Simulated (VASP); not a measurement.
# Dy3GaS2 (P6/mmm) in VASP: relaxation of cell and atoms with PBE

Aim: the relaxation of cell and atoms of Dy3GaS2 with PBE.

Everything below comes from runs of VASP 6.6.1. Logs are shortened: lines on timing, memory, paths and dates and some standing lists are left out, and cuts for length are marked.

### 1 The cell of the first run

The structure is hexagonal, space group P6/mmm (No. 191). The conventional cell has a = 5.396 Å, b = 5.396 Å, c = 5.642 Å, α = 90.00°, β = 90.00°, γ = 120.00°. Within 3.6 Å of Dy (site symmetry mmm) lie 2 Ga at 2.70 Å and 4 Dy at 2.70 Å and 4 S at 3.26 Å. Within 2.4 Å of Ga (site symmetry 6/mmm) lie 2 S at 1.84 Å. S (site symmetry 6mm) has 1 Ga at 1.84 Å and 1 S at 1.97 Å within 2.4 Å.

The cell was generated, and may not be a known phase.

### 2 Relaxation of cell and atoms, PBE

File INCAR:

```
PREC = Accurate ; ENCUT = 500
EDIFF = 1E-7 ; ISMEAR = 0
SIGMA = 0.2 ; LREAL = False
LASPH = True ; NELM = 200
ALGO = Normal ; ISIF = 3
LWAVE = False ; LCHARG = False
GGA = PE ; IBRION = 2
NSW = 36 ; EDIFFG = -0.08
GGA_COMPAT = False ; NELMIN = 4
LMAXMIX = 6
```

File KPOINTS:

```
regular mesh
0
Gamma
  4 4 3
```

File POSCAR:

```
Dy3GaS2
1.0
    5.3959791000      0.0000000000      0.0000000000
   -2.6979895500      4.6730549800      0.0000000000
    0.0000000000      0.0000000000      5.6424820600
Dy Ga S
3 1 2
Direct
    0.5000000000      0.0000000000      0.5000000000
    0.0000000000      0.5000000000      0.5000000000
    0.5000000000      0.5000000000      0.5000000000
    0.0000000000      0.0000000000      0.5000000000
    0.0000000000      0.0000000000      0.8256413800
    0.0000000000      0.0000000000      0.1743586200
```

Potentials or basis: VASP PAW PBE potentials, release 64 (Dy_3, Ga_d, S), 4f in core.

Launch:

```sh
$ cat potpaw_PBE.64/Dy_3/POTCAR potpaw_PBE.64/Ga_d/POTCAR potpaw_PBE.64/S/POTCAR > POTCAR
$ mpirun -np 1 vasp_std > vasp.out
```

OUTCAR:

```text
PREC = Accurate
   ENCUT = 500
   EDIFF = 1E-7
   ISMEAR = 0
   LREAL = False
   LASPH = True
   NELM = 200
   ISIF = 3
   GGA = PE
   IBRION = 2
   NSW = 36
   EDIFFG = -0.08
   NELMIN = 4

 ion  position               nearest neighbor table
   1  0.500  0.000  0.500-   4 2.70   4 2.70   2 2.70   3 2.70   3 2.70   2 2.70   6 3.26   5 3.26
                             6 3.26   5 3.26
   2  0.000  0.500  0.500-   3 2.70   3 2.70   4 2.70   4 2.70   1 2.70   1 2.70   5 3.26   6 3.26
                             6 3.26   5 3.26
   3  0.500  0.500  0.500-   2 2.70   2 2.70   4 2.70   1 2.70   1 2.70   4 2.70   6 3.26   5 3.26
                             5 3.26   6 3.26
   4  0.000  0.000  0.500-   5 1.84   6 1.84   1 2.70   1 2.70   3 2.70   2 2.70   2 2.70   3 2.70

   5  0.000  0.000  0.826-   4 1.84   6 1.97   1 3.26   1 3.26   3 3.26   2 3.26   2 3.26   3 3.26

   6  0.000  0.000  0.174-   4 1.84   5 1.97   1 3.26   1 3.26   3 3.26   2 3.26   2 3.26   3 3.26

  LATTYP: Found a hexagonal cell.
 ALAT       =     5.3959791000
 C/A-ratio  =     1.0456827122

  Lattice vectors:

 A1 = (   5.3959791000,   0.0000000000,   0.0000000000)
 A2 = (  -2.6979895500,   4.6730549800,   0.0000000000)
 A3 = (   0.0000000000,   0.0000000000,   5.6424820600)

Analysis of symmetry for initial positions (statically):
=====================================================================
 Subroutine PRICEL returns:
 Original cell was already a primitive cell.

 Routine SETGRP: Setting up the symmetry group for a
 hexagonal supercell.

 Subroutine GETGRP returns: Found 24 space group operations
 (whereof 24 operations were pure point group operations)
 out of a pool of 24 trial point group operations.

The static configuration has the point symmetry D_6h.

Analysis of symmetry for dynamics (positions and initial velocities):
=====================================================================
 Subroutine PRICEL returns:
 Original cell was already a primitive cell.

 Routine SETGRP: Setting up the symmetry group for a
 hexagonal supercell.

 Subroutine GETGRP returns: Found 24 space group operations
 (whereof 24 operations were pure point group operations)
 out of a pool of 24 trial point group operations.

The dynamic configuration has the point symmetry D_6h.

 Subroutine INISYM returns: Found 24 space group operations
 (whereof 24 operations are pure point group operations),
 and found     1 'primitive' translations

----------------------------------------------------------------------------------------

                                     Primitive cell

  volume of cell :     142.2792

  direct lattice vectors                    reciprocal lattice vectors
     5.395979100  0.000000000  0.000000000     0.185323179  0.106996387  0.000000000
    -2.697989550  4.673054980  0.000000000     0.000000000  0.213992774  0.000000000
     0.000000000  0.000000000  5.642482060     0.000000000  0.000000000  0.177226970

  length of vectors
     5.395979100  5.395979101  5.642482060     0.213992774  0.213992774  0.177226970

  position of ions in fractional coordinates (direct lattice)
     0.500000000  0.000000000  0.500000000
     1.000000000  0.500000000  0.500000000
     0.500000000  0.500000000  0.500000000
     0.000000000  0.000000000  0.500000000
     0.000000000  0.000000000  0.825641380
     0.000000000  0.000000000  0.174358620

  ion indices of the primitive-cell ions
   primitive index   ion index
                 1           1
                 2           2
                 3           3
                 4           4
                 5           5
                 6           6

----------------------------------------------------------------------------------------

 KPOINTS: regular mesh

Automatic generation of k-mesh.
 Grid dimensions read from file:
 generate k-points for:    4    4    3

 Generating k-lattice:

  Cartesian coordinates                     Fractional coordinates (reciprocal lattice)
     0.046330795  0.026749097  0.000000000     0.250000000 -0.000000000  0.000000000
     0.000000000  0.053498194  0.000000000     0.000000000  0.250000000  0.000000000
     0.000000000  0.000000000  0.059075657     0.000000000  0.000000000  0.333333333

  Length of vectors
     0.053498194  0.053498194  0.059075657

  Shift w.r.t. Gamma in fractional coordinates (k-lattice)
     0.000000000  0.000000000  0.000000000

 Subroutine IBZKPT returns following result:
 ===========================================

 Found      8 irreducible k-points:

 Following reciprocal coordinates:
            Coordinates               Weight
  0.000000  0.000000  0.000000      1.000000
  0.250000 -0.000000  0.000000      6.000000
  0.500000 -0.000000  0.000000      3.000000
  0.250000  0.250000  0.000000      6.000000
  0.000000  0.000000  0.333333      2.000000
  0.250000 -0.000000  0.333333     12.000000
  0.500000 -0.000000  0.333333      6.000000
  0.250000  0.250000  0.333333     12.000000
   k-points           NKPTS =      8   k-points in BZ     NKDIM =      8   number of bands    NBANDS=     31
   number of dos      NEDOS =    301   number of ions     NIONS =      6
   total plane-waves  NPLWV =  67200
   dimension x,y,z NGX =    40 NGY =   40 NGZ =   42
   dimension x,y,z NGXF=    80 NGYF=   80 NGZF=   84
   ions per type =               3   1   2
   NGX,Y,Z   is equivalent  to a cutoff of  12.32, 12.32, 12.37 a.u.
   NGXF,Y,Z  is equivalent  to a cutoff of  24.65, 24.65, 24.75 a.u.
 SYSTEM =  unknown system
   PREC   = accura    normal or accurate (medium, high low for compatibility)
   ISTART =      0    job   : 0-new  1-cont  2-samecut
   ICHARG =      2    charge: 1-file 2-atom 10-const
   ISPIN  =      1    spin polarized calculation?
   LNONCOLLINEAR =      F non collinear calculations
   LSORBIT =      F    spin-orbit coupling
   LASPH  =      T    aspherical Exc in radial PAW
   ENCUT  =  500.0 eV  36.75 Ry    6.06 a.u.   9.84  9.84 10.29*2*pi/ulx,y,z
   NELM   =    200;   NELMIN=  4; NELMDL= -5     # of ELM steps
   EDIFF  = 0.1E-06   stopping-criterion for ELM
   LREAL  =      F    real-space projection
   EDIFFG = -.8E-01   stopping-criterion for IOM
   NSW    =     36    number of steps for IOM
   IBRION =      2    ionic relax: 0-MD 1-quasi-New 2-CG
   NFREE  =      1    steps in history (QN), initial steepest desc. (CG)
   ISIF   =      3    stress and relaxation
   ISYM   =      2    0-nonsym 1-usesym 2-fastsym
   POTIM  = 0.5000    time-step for ionic-motion
   TEBEG  =    0.0;   TEEND  =   0.0 temperature during run
   PSTRESS=    0.0 pullay stress
   NELECT =      52.0000    total number of electrons
   NUPDOWN=      -1.0000    fix difference up-down
   EMIN   =  10.00;   EMAX   =-10.00  energy-range for DOS
   EFERMI =   0.00;   METHOD = LEGACY
   ISMEAR =     0;   SIGMA  =   0.20  broadening in eV -4-tet -1-fermi 0-gaus
   EFERMI_NEDOS =   21; number of points for ismear=-14 and -15
   IALGO  =     38    algorithm
   IMIX   =      4    mixing-type and parameters
     AMIX     =   0.40;   BMIX     =  1.00
     AMIX_MAG =   1.60;   BMIX_MAG =  1.00
  volume/ion in A,a.u.               =      23.71       160.02
  Fermi-wavevector in a.u.,A,eV,Ry     =   1.170475  2.211877 18.640143  1.370012
  Thomas-Fermi vector in A             =   2.306933
   LORBIT       =      0    0 simple, 1 ext, 2 COOP (PROOUT), +10 PAW based schemes
   GGA     = PE    functional components
   LHFCALC =     F    Hartree Fock is set to
   AEXX    =    0.0000 exact exchange contribution
   IVDW    =     0    specifies the selected vdW correction
   LEPSILON=     F    determine dielectric tensor
   LRPA    =     F    only Hartree local field effects (RPA)
 conjugate gradient relaxation of ions
 non-spin polarized calculation
 Gauss-broadening in eV      SIGMA  =   0.20
  energy-cutoff  :      500.00
  volume of cell :      142.28
 maximum number of plane-waves:      3621
 NGX is ok and might be reduce to    40
   NGX = 19   NGY = 19   NGZ = 21

--------------------------------------- Ionic step        1  -------------------------------------------

 number of electron      52.0000005 magnetization

 Free energy of the ion-electron system (eV)
  ---------------------------------------------------
  ext. energy  EPLUGINS =         0.00000000
  ---------------------------------------------------
  free energy    TOTEN  =       -13.45717471 eV

  energy without entropy =      -13.34953167  energy(sigma->0) =      -13.40335319

 E-fermi :   4.6347     XC(G=0):  -9.5829

 val. band max:        4.6281412325   @ k =   0.2500  -0.0000   0.0000
 cond. band min:       4.6391860354   @ k =   0.0000   0.0000   0.0000
 fundamental gap:      0.0110448029
 Fermi energy:         4.6347293731

 k-point     1 :       0.0000    0.0000    0.0000
  band No.  band energies     occupation
      1     -20.8185      2.00000
      2     -19.5872      2.00000
      3     -19.5872      2.00000
      4     -18.7875      2.00000
      5     -18.0540      2.00000
      6     -18.0540      2.00000
[... 298 lines left out ...]
  energy  without entropy=      -13.3495316719  energy(sigma->0) =      -13.40335319

--------------------------------------- Ionic step        2  -------------------------------------------

 number of electron      51.9999978 magnetization

 E-fermi :  -0.0024     XC(G=0):  -6.6280

 val. band max:       -0.0209774738   @ k =   0.5000  -0.0000   0.0000
 cond. band min:       0.0216069838   @ k =   0.2500   0.2500   0.3333
 fundamental gap:      0.0425844576
 Fermi energy:        -0.0023957988

 k-point     1 :       0.0000    0.0000    0.0000
  band No.  band energies     occupation
      1     -24.4207      2.00000
      2     -24.1750      2.00000
      3     -24.1068      2.00000
      4     -24.1068      2.00000
      5     -24.0354      2.00000
      6     -24.0354      2.00000
[... 334 lines left out ...]
  FREE ENERGIE OF THE ION-ELECTRON SYSTEM (eV)
  ---------------------------------------------------
  free  energy   TOTEN  =       -21.6976074462 eV

  energy  without entropy=      -21.6141582506  energy(sigma->0) =      -21.65588285

[... ionic steps 4 to 7 ...]

--------------------------------------- Ionic step        8  -------------------------------------------

 number of electron      52.0000057 magnetization

------------------------ aborting loop because EDIFF is reached ----------------------------------------

  FORCE on cell =-STRESS in cart. coord.  units (eV):
  Direction    XX          YY          ZZ          XY          YZ          ZX
  --------------------------------------------------------------------------------------
  -------------------------------------------------------------------------------------
  Total       -1.0886454     -1.0886454      0.2980329      0.0000000     -0.0000000      0.0000000
  in kB       -7.2428809     -7.2428809      1.9828464      0.0000000     -0.0000000      0.0000000
  external PRESSURE =      -4.1676385 kB  Pullay stress =       0.0000000 kB
[... 65 lines left out ...]
  energy  without entropy=      -21.9049382690  energy(sigma->0) =      -21.95442111

--------------------------------------- Ionic step       10  -------------------------------------------

 number of electron      52.0000020 magnetization

 Free energy of the ion-electron system (eV)
  ---------------------------------------------------
  ext. energy  EPLUGINS =         0.00000000
  ---------------------------------------------------
  free energy    TOTEN  =       -22.03059748 eV

  energy without entropy =      -21.94271285  energy(sigma->0) =      -21.98665517

 E-fermi :   1.2344     XC(G=0):  -7.4051

 val. band max:        1.1891017541   @ k =   0.2500   0.2500   0.0000
 cond. band min:       1.4567455641   @ k =   0.0000   0.0000   0.0000
 fundamental gap:      0.2676438100
 Fermi energy:         1.2343549154

 k-point     1 :       0.0000    0.0000    0.0000
  band No.  band energies     occupation
      1     -23.1319      2.00000
      2     -22.6402      2.00000
      3     -22.6402      2.00000
      4     -22.5869      2.00000
      5     -22.3675      2.00000
      6     -22.3675      2.00000
[... 294 lines left out ...]
  FREE ENERGIE OF THE ION-ELECTRON SYSTEM (eV)
  ---------------------------------------------------
  free  energy   TOTEN  =       -22.0305974825 eV

  energy  without entropy=      -21.9427128486  energy(sigma->0) =      -21.98665517

 reached required accuracy - stopping structural energy minimisation
```

It took 4.1 min on 1 thread of AMD EPYC 9R45 (Zen 5), shared host; peak memory 0.24 GiB.

What came out:

```yaml
Free_energy: -22.0306 eV
Relaxed_volume: 39.03 Å³/atom
Relaxed_cell: a = 6.153 Å, b = 6.153 Å, c = 7.143 Å, α = 90.00°, β = 90.00°, γ = 120.00°
Space_group_after_relaxing_to_0.1_Å: P6/mmm (No. 191)
Energy_gained_by_relaxing: 1428.9 meV/atom
Ionic_steps: 10
Pressure_after_relaxing: 0.3 GPa
Largest_force_after_relaxing: 0.039 eV/Å
Band_gap_on_the_k_mesh: zero (bands 26 and 27 overlap by 1.05 eV)
```

Forces in eV/Å, atoms in the order of the input:
```
Dy   0.000  0.000  0.000
Dy   0.000  0.000  0.000
Dy   0.000  0.000  0.000
Ga   0.000  0.000  0.000
S    0.000  0.000 -0.039
S    0.000  0.000  0.039
```

Step by step:
```tsv
step	energy change (eV)	largest force (eV/Å)	pressure (GPa)	volume (Å³)
1	0.0000	4.6746	39.14	142.28
2	-7.3451	0.2697	-2.87	294.05
3	-8.2404	1.3741	2.13	222.76
4	-8.2606	1.1328	0.52	235.25
5	-8.2676	1.2184	1.00	231.15
6	-8.4306	0.7685	-0.37	240.21
7	-8.4575	0.5685	-0.94	246.99
8	-8.5253	0.3986	-0.42	240.82
9	-8.5467	0.1629	0.25	235.12
10	-8.5734	0.0394	0.27	234.18
```

Final structure:
```xyz
6
Lattice="6.1529 0.0000 0.0000 -3.0764 5.3286 0.0000 0.0000 0.0000 7.1426" Properties=species:S:1:pos:R:3 pbc="T T T"
Dy    0.0000    5.3286    3.5713
Dy    4.6147    2.6643    3.5713
Dy    1.5382    2.6643    3.5713
Ga    3.0764    5.3286    3.5713
S     0.0000    0.0000    5.8975
S     0.0000    0.0000    1.2450
```

Levels at points of the mesh, in eV from the Fermi level:
```tsv
k point	band 23	band 24	band 25	band 26	band 27	band 28	band 29	band 30
(0.00, 0.00, 0.00)	-1.55	-1.22	-0.80	-0.76	-0.76	0.22	1.17	1.17
(0.50, 0.00, 0.00)	-1.44	-1.05	-0.82	-0.17	-0.11	0.25	0.93	1.29
```

Caveat: the k points lie up to 0.29 Å⁻¹ apart in the final cell, too coarse for converged energies and pressures of a metal; the volume moved by over 15 % at a fixed basis, so the end points are rough; spin-orbit coupling is left out, which moves the levels of the heavy elements; the 4f electrons are frozen in the core, so they carry no moment and show no levels; the run has no spin polarisation, though such a crystal can be magnetic; the relaxation stopped at a loose force limit of 0.08 eV/Å, so its end isn't a converged minimum. Spin polarisation is off, so any magnetic state and its effect on volume and gap are missing.

The gap in the log of VASP goes by the Fermi energy; the results here count the filled bands.